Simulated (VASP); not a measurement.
# AlN in VASP: settings compared

The runs below take AlN through single point, with PBE, r2SCAN, HSE06.

All numbers are computed with VASP 6.6.1; they aren't measurements. Logs are shortened: lines on timing, memory, paths and dates and some standing lists are left out, and cuts for length are marked.

### Step 1. The cell of the first run

The structure is cubic, space group Fm-3m (No. 225). Conventional cell: a = 3.841 Å, b = 3.841 Å, c = 3.841 Å, α = 90.00°, β = 90.00°, γ = 90.00°. Al (site symmetry m-3m) has 6 N at 1.92 Å within 2.5 Å. Within 2.5 Å of N (site symmetry m-3m) lie 6 Al at 1.92 Å.

### Step 2. Single point, PBE (strain -4.9%)

The input, INCAR:

```
PREC = Accurate ; ENCUT = 520
EDIFF = 1E-6 ; ISMEAR = -1
SIGMA = 0.02 ; LREAL = False
LASPH = True ; NELM = 100
ALGO = Normal ; ISIF = 2
LWAVE = False ; LCHARG = False
GGA = PE ; NBANDS = 11
```

The input, KPOINTS:

```
Automatic mesh
0
Gamma
  10 10 10
```

The input, POSCAR:

```
AlN
1.0
    0.0000000000      1.9205495521      1.9205495521
    1.9205495521      0.0000000000      1.9205495521
    1.9205495521      1.9205495521      0.0000000000
Al N
1 1
Direct
    0.0000000000      0.0000000000      0.0000000000
    0.5000000000      0.5000000000      0.5000000000
```

Potentials or basis: VASP PAW PBE potentials, release 64 (Al, N).

Command:

```
$ cat potpaw_PBE.64/Al/POTCAR potpaw_PBE.64/N/POTCAR > POTCAR
$ mpirun -np 1 vasp_std > vasp.out
```

OUTCAR:

```text
PREC = Accurate
   ENCUT = 520
   EDIFF = 1E-6
   ISMEAR = -1
   LREAL = False
   LASPH = True
   NELM = 100
   ISIF = 2
   GGA = PE

 ion  position               nearest neighbor table
   1  0.000  0.000  0.000-   2 1.92   2 1.92   2 1.92   2 1.92   2 1.92   2 1.92
   2  0.500  0.500  0.500-   1 1.92   1 1.92   1 1.92   1 1.92   1 1.92   1 1.92

  LATTYP: Found a face centered cubic cell.
 ALAT       =     3.8410991042

  Lattice vectors:

 A1 = (   0.0000000000,   1.9205495521,   1.9205495521)
 A2 = (   1.9205495521,   0.0000000000,   1.9205495521)
 A3 = (   1.9205495521,   1.9205495521,   0.0000000000)

Analysis of symmetry for initial positions (statically):
=====================================================================
 Subroutine PRICEL returns:
 Original cell was already a primitive cell.

 Routine SETGRP: Setting up the symmetry group for a
 face centered cubic supercell.

 Subroutine GETGRP returns: Found 48 space group operations
 (whereof 48 operations were pure point group operations)
 out of a pool of 48 trial point group operations.

The static configuration has the point symmetry O_h .

Analysis of symmetry for dynamics (positions and initial velocities):
=====================================================================
 Subroutine PRICEL returns:
 Original cell was already a primitive cell.

 Routine SETGRP: Setting up the symmetry group for a
 face centered cubic supercell.

 Subroutine GETGRP returns: Found 48 space group operations
 (whereof 48 operations were pure point group operations)
 out of a pool of 48 trial point group operations.

The dynamic configuration has the point symmetry O_h .

 Subroutine INISYM returns: Found 48 space group operations
 (whereof 48 operations are pure point group operations),
 and found     1 'primitive' translations

----------------------------------------------------------------------------------------

                                     Primitive cell

  volume of cell :      14.1679

  direct lattice vectors                    reciprocal lattice vectors
     0.000000000  1.920549552  1.920549552    -0.260342150  0.260342150  0.260342150
     1.920549552  0.000000000  1.920549552     0.260342150 -0.260342150  0.260342150
     1.920549552  1.920549552  0.000000000     0.260342150  0.260342150 -0.260342150

  length of vectors
     2.716067224  2.716067224  2.716067224     0.450925832  0.450925832  0.450925832

[... 81 lines left out ...]
   LREAL  =      F    real-space projection
   EDIFFG = 0.1E-04   stopping-criterion for IOM
   NSW    =      0    number of steps for IOM
   IBRION =     -1    ionic relax: 0-MD 1-quasi-New 2-CG
   NFREE  =      0    steps in history (QN), initial steepest desc. (CG)
   ISIF   =      2    stress and relaxation
   ISYM   =      2    0-nonsym 1-usesym 2-fastsym
   POTIM  = 0.5000    time-step for ionic-motion
   TEBEG  =    0.0;   TEEND  =   0.0 temperature during run
   PSTRESS=    0.0 pullay stress
   NELECT =       8.0000    total number of electrons
   NUPDOWN=      -1.0000    fix difference up-down
   EMIN   =  10.00;   EMAX   =-10.00  energy-range for DOS
   EFERMI =   0.00;   METHOD = LEGACY
   ISMEAR =    -1;   SIGMA  =   0.02  broadening in eV -4-tet -1-fermi 0-gaus
   EFERMI_NEDOS =   21; number of points for ismear=-14 and -15
   IALGO  =     38    algorithm
   IMIX   =      4    mixing-type and parameters
     AMIX     =   0.40;   BMIX     =  1.00
     AMIX_MAG =   1.60;   BMIX_MAG =  1.00
  volume/ion in A,a.u.               =       7.08        47.80
  Fermi-wavevector in a.u.,A,eV,Ry     =   1.353119  2.557024 24.911327  1.830931
  Thomas-Fermi vector in A             =   2.480401
   LORBIT       =      0    0 simple, 1 ext, 2 COOP (PROOUT), +10 PAW based schemes
   GGA     = PE    functional components
   LHFCALC =     F    Hartree Fock is set to
   AEXX    =    0.0000 exact exchange contribution
   IVDW    =     0    specifies the selected vdW correction
   LEPSILON=     F    determine dielectric tensor
   LRPA    =     F    only Hartree local field effects (RPA)
 non-spin polarized calculation
  energy-cutoff  :      520.00
  volume of cell :       14.17
 maximum number of plane-waves:       392
   NGX = 11   NGY = 11   NGZ = 11

 number of electron       7.9999997 magnetization

 Free energy of the ion-electron system (eV)
  ---------------------------------------------------
  ext. energy  EPLUGINS =         0.00000000
  ---------------------------------------------------
  free energy    TOTEN  =       -14.09904926 eV

  energy without entropy =      -14.09904926  energy(sigma->0) =      -14.09904926

 E-fermi :  12.5664     XC(G=0): -13.0262

 val. band max:       12.0950648978   @ k =   0.0000   0.0000   0.0000
 cond. band min:      17.0869891947   @ k =   0.5000   0.5000   0.0000
 fundamental gap:      4.9919242969
 Fermi energy:        12.5664271476

 k-point     1 :       0.0000    0.0000    0.0000
  band No.  band energies     occupation
      1      -6.9412      2.00000
      2      12.0951      2.00000
      3      12.0951      2.00000
      4      12.0951      2.00000
      5      20.1748      0.00000
      6      24.7437      0.00000
      7      24.7437      0.00000
      8      24.7437      0.00000
      9      30.3215      0.00000
     10      31.0398      0.00000
     11      31.0398      0.00000
[... 309 lines left out ...]
 k-point    24 :       0.4000    0.3000    0.0000
  band No.  band energies     occupation
      1      -3.4003      2.00000
      2       5.5885      2.00000
      3       8.8481      2.00000
      4       9.4490      2.00000
      5      18.5885      0.00000
      6      20.2713      0.00000
      7      26.1819      0.00000
      8      29.6978      0.00000
      9      30.6823      0.00000
     10      35.7031      0.00000
     11      39.3418      0.00000

 [... further k-points ...]
[... 5 lines left out ...]
  --------------------------------------------------------------------------------------
  -------------------------------------------------------------------------------------
  Total        5.4350884      5.4350884      5.4350884      0.0000000      0.0000000      0.0000000
  in kB      614.6256044    614.6256044    614.6256044      0.0000000      0.0000000      0.0000000
  external PRESSURE =     614.6256044 kB  Pullay stress =       0.0000000 kB

 VOLUME and BASIS-vectors are now :
 -----------------------------------------------------------------------------
  energy-cutoff  :      520.00
  volume of cell :       14.17
      direct lattice vectors                 reciprocal lattice vectors
     0.000000000  1.920549552  1.920549552    -0.260342150  0.260342150  0.260342150
     1.920549552  0.000000000  1.920549552     0.260342150 -0.260342150  0.260342150
     1.920549552  1.920549552  0.000000000     0.260342150  0.260342150 -0.260342150

 POSITION                                       TOTAL-FORCE (eV/Angst)
 -----------------------------------------------------------------------------------
      0.00000      0.00000      0.00000         0.000000      0.000000     -0.000000
      1.92055      1.92055      1.92055        -0.000000     -0.000000      0.000000
 -----------------------------------------------------------------------------------
    total drift:                                0.000000      0.000000      0.000000

  FREE ENERGIE OF THE ION-ELECTRON SYSTEM (eV)
  ---------------------------------------------------
  free  energy   TOTEN  =       -14.0990492604 eV

  energy  without entropy=      -14.0990492604  energy(sigma->0) =      -14.09904926
```

stdout:

```text
POSCAR found type information on POSCAR AlN
 POSCAR found :  2 types and       2 ions
 scaLAPACK will be used
 LDA part: xc-table for (Slater+PW92), standard interpolation
 POSCAR, INCAR and KPOINTS ok, starting setup
 FFT: planning ... GRIDC
 FFT: planning ... GRID_SOFT
 FFT: planning ... GRID
 WAVECAR not read
 entering main loop
```

It took 4.8 s on 1 thread of AMD EPYC 7R13 (Zen 3), shared host; peak memory 0.09 GiB.

What came out:

* Free energy: -14.0990 eV
* Pressure: 61.5 GPa
* Band gap on the k mesh: 4.99 eV (least direct gap 8.08 eV)

Caveat: the cell differs from its parent crystal (strain -4.9%); the cell stands under pressure.

### Step 3. Single point, r2SCAN (strain -4.9%)

POSCAR is that of step 2.

The input, INCAR.step1:

```
PREC = Accurate
ENCUT = 520
ISMEAR = 0
SIGMA = 0.01
LREAL = F
LASPH = T
NELM = 80
NBANDS = 11
GGA = PE
ALGO = Normal
EDIFF = 1E-4
LWAVE = T
LCHARG = F
```

The input, INCAR.step2:

```
PREC = Accurate
ENCUT = 520
EDIFF = 1E-6
ISMEAR = 0
SIGMA = 0.01
LREAL = F
LASPH = T
NELM = 80
ALGO = Normal
ISIF = 2
LWAVE = F
LCHARG = F
METAGGA = R2SCAN
LMIXTAU = T
NBANDS = 11
ISTART = 1
```

The input, KPOINTS:

```
regular mesh
0
Gamma
  10 10 10
```

Potentials or basis: VASP PAW PBE potentials, release 64 (Al, N).

Command:

```
$ cat potpaw_PBE.64/Al/POTCAR potpaw_PBE.64/N/POTCAR > POTCAR
$ cp INCAR.step1 INCAR
$ mpirun -np 1 vasp_std > vasp.out
$ cp INCAR.step2 INCAR
$ mpirun -np 1 vasp_std > vasp.out
```

OUTCAR:

```text
PREC = Accurate
   ENCUT = 520
   EDIFF = 1E-6
   ISMEAR = 0
   LREAL = F
   LASPH = T
   NELM = 80
   ISIF = 2
   METAGGA = R2SCAN
   ISTART = 1

 ion  position               nearest neighbor table
   1  0.000  0.000  0.000-   2 1.92   2 1.92   2 1.92   2 1.92   2 1.92   2 1.92
   2  0.500  0.500  0.500-   1 1.92   1 1.92   1 1.92   1 1.92   1 1.92   1 1.92

  LATTYP: Found a face centered cubic cell.
 ALAT       =     3.8410991042

  Lattice vectors:

 A1 = (   0.0000000000,   1.9205495521,   1.9205495521)
 A2 = (   1.9205495521,   0.0000000000,   1.9205495521)
 A3 = (   1.9205495521,   1.9205495521,   0.0000000000)

Analysis of symmetry for initial positions (statically):
=====================================================================
 Subroutine PRICEL returns:
 Original cell was already a primitive cell.

 Routine SETGRP: Setting up the symmetry group for a
 face centered cubic supercell.

 Subroutine GETGRP returns: Found 48 space group operations
 (whereof 48 operations were pure point group operations)
 out of a pool of 48 trial point group operations.

The static configuration has the point symmetry O_h .

Analysis of symmetry for dynamics (positions and initial velocities):
=====================================================================
 Subroutine PRICEL returns:
 Original cell was already a primitive cell.

 Routine SETGRP: Setting up the symmetry group for a
 face centered cubic supercell.

 Subroutine GETGRP returns: Found 48 space group operations
 (whereof 48 operations were pure point group operations)
 out of a pool of 48 trial point group operations.

The dynamic configuration has the point symmetry O_h .

 Subroutine INISYM returns: Found 48 space group operations
 (whereof 48 operations are pure point group operations),
 and found     1 'primitive' translations

----------------------------------------------------------------------------------------

                                     Primitive cell

  volume of cell :      14.1679

  direct lattice vectors                    reciprocal lattice vectors
     0.000000000  1.920549552  1.920549552    -0.260342150  0.260342150  0.260342150
     1.920549552  0.000000000  1.920549552     0.260342150 -0.260342150  0.260342150
     1.920549552  1.920549552  0.000000000     0.260342150  0.260342150 -0.260342150

  length of vectors
     2.716067224  2.716067224  2.716067224     0.450925832  0.450925832  0.450925832

  position of ions in fractional coordinates (direct lattice)
     0.000000000  0.000000000  0.000000000
     0.500000000  0.500000000  0.500000000

  ion indices of the primitive-cell ions
   primitive index   ion index
                 1           1
                 2           2

----------------------------------------------------------------------------------------

 KPOINTS: regular mesh

Automatic generation of k-mesh.
 Grid dimensions read from file:
 generate k-points for:   10   10   10

 Generating k-lattice:

  Cartesian coordinates                     Fractional coordinates (reciprocal lattice)
    -0.026034215  0.026034215  0.026034215     0.100000000  0.000000000  0.000000000
     0.026034215 -0.026034215  0.026034215     0.000000000  0.100000000  0.000000000
     0.026034215  0.026034215 -0.026034215     0.000000000  0.000000000  0.100000000

  Length of vectors
     0.045092583  0.045092583  0.045092583

  Shift w.r.t. Gamma in fractional coordinates (k-lattice)
     0.000000000  0.000000000  0.000000000

 Subroutine IBZKPT returns following result:
 ===========================================

 Found     47 irreducible k-points:

 Following reciprocal coordinates:
            Coordinates               Weight
  0.000000  0.000000  0.000000      1.000000
  0.100000  0.000000  0.000000      8.000000
  0.200000  0.000000  0.000000      8.000000
  0.300000  0.000000  0.000000      8.000000
  0.400000  0.000000  0.000000      8.000000
  0.500000  0.000000  0.000000      4.000000
[... 16 lines left out ...]
  0.300000  0.300000  0.000000      6.000000
  0.400000  0.300000  0.000000     24.000000
 [... further k-points ...]
   k-points           NKPTS =     47   k-points in BZ     NKDIM =     47   number of bands    NBANDS=     11
   number of dos      NEDOS =    301   number of ions     NIONS =      2
   total plane-waves  NPLWV =   8000
   dimension x,y,z NGX =    20 NGY =   20 NGZ =   20
   dimension x,y,z NGXF=    40 NGYF=   40 NGZF=   40
   ions per type =               1   1
   NGX,Y,Z   is equivalent  to a cutoff of  12.24, 12.24, 12.24 a.u.
   NGXF,Y,Z  is equivalent  to a cutoff of  24.48, 24.48, 24.48 a.u.
 SYSTEM =  unknown system
   PREC   = accura    normal or accurate (medium, high low for compatibility)
   ISTART =      1    job   : 0-new  1-cont  2-samecut
   ICHARG =      0    charge: 1-file 2-atom 10-const
   ISPIN  =      1    spin polarized calculation?
   LNONCOLLINEAR =      F non collinear calculations
   LSORBIT =      F    spin-orbit coupling
   LASPH  =      T    aspherical Exc in radial PAW
   ENCUT  =  520.0 eV  38.22 Ry    6.18 a.u.   5.05  5.05  5.05*2*pi/ulx,y,z
   NELM   =     80;   NELMIN=  2; NELMDL=  0     # of ELM steps
   EDIFF  = 0.1E-05   stopping-criterion for ELM
   LREAL  =      F    real-space projection
   EDIFFG = 0.1E-04   stopping-criterion for IOM
   NSW    =      0    number of steps for IOM
   IBRION =     -1    ionic relax: 0-MD 1-quasi-New 2-CG
   NFREE  =      0    steps in history (QN), initial steepest desc. (CG)
   ISIF   =      2    stress and relaxation
   ISYM   =      2    0-nonsym 1-usesym 2-fastsym
   POTIM  = 0.5000    time-step for ionic-motion
   TEBEG  =    0.0;   TEEND  =   0.0 temperature during run
   PSTRESS=    0.0 pullay stress
   NELECT =       8.0000    total number of electrons
   NUPDOWN=      -1.0000    fix difference up-down
   EMIN   =  10.00;   EMAX   =-10.00  energy-range for DOS
   EFERMI =   0.00;   METHOD = LEGACY
   ISMEAR =     0;   SIGMA  =   0.01  broadening in eV -4-tet -1-fermi 0-gaus
   EFERMI_NEDOS =   21; number of points for ismear=-14 and -15
   IALGO  =     38    algorithm
   IMIX   =      4    mixing-type and parameters
     AMIX     =   0.40;   BMIX     =  1.00
     AMIX_MAG =   1.60;   BMIX_MAG =  1.00
  volume/ion in A,a.u.               =       7.08        47.80
  Fermi-wavevector in a.u.,A,eV,Ry     =   1.353119  2.557024 24.911327  1.830931
  Thomas-Fermi vector in A             =   2.480401
   LORBIT       =      0    0 simple, 1 ext, 2 COOP (PROOUT), +10 PAW based schemes
   METAGGA = R2SCAN    functional components
   LHFCALC =     F    Hartree Fock is set to
   AEXX    =    0.0000 exact exchange contribution
   IVDW    =     0    specifies the selected vdW correction
   LEPSILON=     F    determine dielectric tensor
   LRPA    =     F    only Hartree local field effects (RPA)
 non-spin polarized calculation
 Gauss-broadening in eV      SIGMA  =   0.01
  energy-cutoff  :      520.00
  volume of cell :       14.17
 maximum number of plane-waves:       392
   NGX = 11   NGY = 11   NGZ = 11

 number of electron       7.9999997 magnetization

 Free energy of the ion-electron system (eV)
  ---------------------------------------------------
  ext. energy  EPLUGINS =         0.00000000
  ---------------------------------------------------
  free energy    TOTEN  =       -18.55479379 eV

  energy without entropy =      -18.55479379  energy(sigma->0) =      -18.55479379

 E-fermi :  12.0820     XC(G=0): -13.6651

 val. band max:       11.8889757553   @ k =   0.0000   0.0000   0.0000
 cond. band min:      17.5652354337   @ k =   0.5000   0.5000   0.0000
 fundamental gap:      5.6762596784
 Fermi energy:        12.0820082660

 k-point     1 :       0.0000    0.0000    0.0000
  band No.  band energies     occupation
      1      -8.0190      2.00000
      2      11.8890      2.00000
      3      11.8890      2.00000
      4      11.8890      2.00000
      5      20.9027      0.00000
      6      25.3115      0.00000
      7      25.3115      0.00000
      8      25.3115      0.00000
      9      31.5468      0.00000
     10      31.6878      0.00000
     11      31.6878      0.00000
[... 309 lines left out ...]
 k-point    24 :       0.4000    0.3000    0.0000
  band No.  band energies     occupation
      1      -4.4504      2.00000
      2       5.1716      2.00000
      3       8.5605      2.00000
      4       9.1532      2.00000
      5      19.1176      0.00000
      6      21.0443      0.00000
      7      27.2033      0.00000
      8      30.7590      0.00000
      9      31.8869      0.00000
     10      36.6472      0.00000
     11      40.8100      0.00000

 [... further k-points ...]

------------------------ aborting loop because EDIFF is reached ----------------------------------------

  FORCE on cell =-STRESS in cart. coord.  units (eV):
  Direction    XX          YY          ZZ          XY          YZ          ZX
  --------------------------------------------------------------------------------------
  -------------------------------------------------------------------------------------
  Total        4.8197270      4.8197270      4.8197270      0.0000000      0.0000000      0.0000000
  in kB      545.0376110    545.0376110    545.0376110      0.0000000      0.0000000      0.0000000
  external PRESSURE =     545.0376110 kB  Pullay stress =       0.0000000 kB

 VOLUME and BASIS-vectors are now :
 -----------------------------------------------------------------------------
  energy-cutoff  :      520.00
  volume of cell :       14.17
      direct lattice vectors                 reciprocal lattice vectors
     0.000000000  1.920549552  1.920549552    -0.260342150  0.260342150  0.260342150
     1.920549552  0.000000000  1.920549552     0.260342150 -0.260342150  0.260342150
     1.920549552  1.920549552  0.000000000     0.260342150  0.260342150 -0.260342150

 POSITION                                       TOTAL-FORCE (eV/Angst)
 -----------------------------------------------------------------------------------
      0.00000      0.00000      0.00000         0.000000      0.000000      0.000000
      1.92055      1.92055      1.92055        -0.000000     -0.000000      0.000000
 -----------------------------------------------------------------------------------
    total drift:                                0.000000      0.000000      0.000000

  FREE ENERGIE OF THE ION-ELECTRON SYSTEM (eV)
  ---------------------------------------------------
  free  energy   TOTEN  =       -18.5547937895 eV

  energy  without entropy=      -18.5547937895  energy(sigma->0) =      -18.55479379
```

Wall time 21 s (1 thread of AMD EPYC 7R13 (Zen 3), shared host); peak memory 0.09 GiB.

What came out:

```yaml
Free_energy: -18.5548 eV
Pressure: 54.5 GPa
Band_gap_on_the_k_mesh: 5.68 eV (least direct gap 9.00 eV)
```

Caveat: the cell differs from its parent crystal (strain -4.9%); the cell stands under pressure; the PAW data sets were made with another functional, which shifts forces and pressure a little. A k mesh can miss the band edges.

(Part 1 of 2 ends here.)
